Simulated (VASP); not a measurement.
Crystal: Ag.

```
Ag
1.0
     2.94940    0.00000    0.00000
    -1.47470    2.55426    0.00000
     0.00000    0.00000    4.82172
Ag
2
Direct
  0.66667 0.33333 0.75000
  0.33333 0.66667 0.25000
```

Base run:

| Property | Result |
| --- | --- |
| Program | VASP 6.6.1 |
| Functional | r2SCAN |
| Potentials or basis | VASP PAW PBE potentials, release 64 (Ag) |
| Cutoff | 520 eV |
| k mesh | 10 × 10 × 6 |
| Occupations | fermi-dirac, width 0.05 eV |
| Spin | no spin polarisation |

Its results: band gap on the k mesh zero (band 11 reaches 10.71 eV, above the bottom of band 12 at 3.93 eV); pressure -4.0 GPa.

Q: The run is repeated on the same cell with these changes: functional from r2SCAN to PBE; further incar settings from ALGO = Normal; EDIFF = 1e-06; NBANDS = 18 to ALGO = Fast; EDIFF = 1e-07; NBANDS = 18. What comes out?

A: Band gap on the k mesh zero (band 11 reaches 10.59 eV, above the bottom of band 12 at 4.23 eV); pressure -1.2 GPa.

Caveats: the PAW data sets were made with another functional, which shifts forces and pressure a little (some runs).
